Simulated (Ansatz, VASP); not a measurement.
Ca: VASP beside Ansatz

Contents of INCAR:

```
PREC = Accurate ; ENCUT = 520
EDIFF = 1E-6 ; ISMEAR = -1
SIGMA = 0.05 ; LREAL = False
LASPH = True ; NELM = 100
ALGO = Normal ; ISIF = 2
LWAVE = False ; LCHARG = False
NBANDS = 11
```

File KPOINTS:

```
Automatic mesh
0
Gamma
  8 8 8
```

The input POSCAR:

```
Ca
1.0
    0.0000000000      2.7942000000      2.7942000000
    2.7942000000      0.0000000000      2.7942000000
    2.7942000000      2.7942000000      0.0000000000
Ca
1
Direct
    0.0000000000      0.0000000000      0.0000000000
```

Contents of input.yaml:

```yaml
crystal:
  lattice:
    - [0.0, 2.7942, 2.7942]
    - [2.7942, 0.0, 2.7942]
    - [2.7942, 2.7942, 0.0]
  atoms:
    - { symbol: Ca, position: [0.0, 0.0, 0.0] }
hamiltonian:
  xc: lda
  pseudopotentials: { kind: paw }
kpoints:
  mp_grid: { grid: [8, 8, 8] }
scf:
  occupations: { method: fermi_dirac, width: 0.05 }
output:
  forces: true
  stress: true
  eigenvalues: true
```

Alike in both runs: task single point; functional LDA; k mesh 8 × 8 × 8; occupations fermi-dirac, width 0.05 eV; no spin polarisation.

|  | VASP | Ansatz |
| --- | --- | --- |
| version | VASP 6.6.1 | Ansatz 0.2.0 |
| potentials or method | VASP PAW LDA potentials, release 64 (Ca_sv) | Ansatz PAW |
| plane-wave cutoff (eV) | 520 | 420 |
| valence electrons in the cell | 10 | 10 |

VASP gave:

| Property | Result |
| --- | --- |
| gap on the k mesh at the Fermi level (eV) | none |
| pressure (GPa) | -2.2 |

Task: Which values does Ansatz return?

Result: gap on the k mesh at the Fermi level (eV): none; pressure (GPa): -2.1.

LDA's correlation is that of Perdew and Zunger in VASP and of Perdew and Wang (1992) in Ansatz. A gap of «none» marks a metal or a gap that the smearing closes.
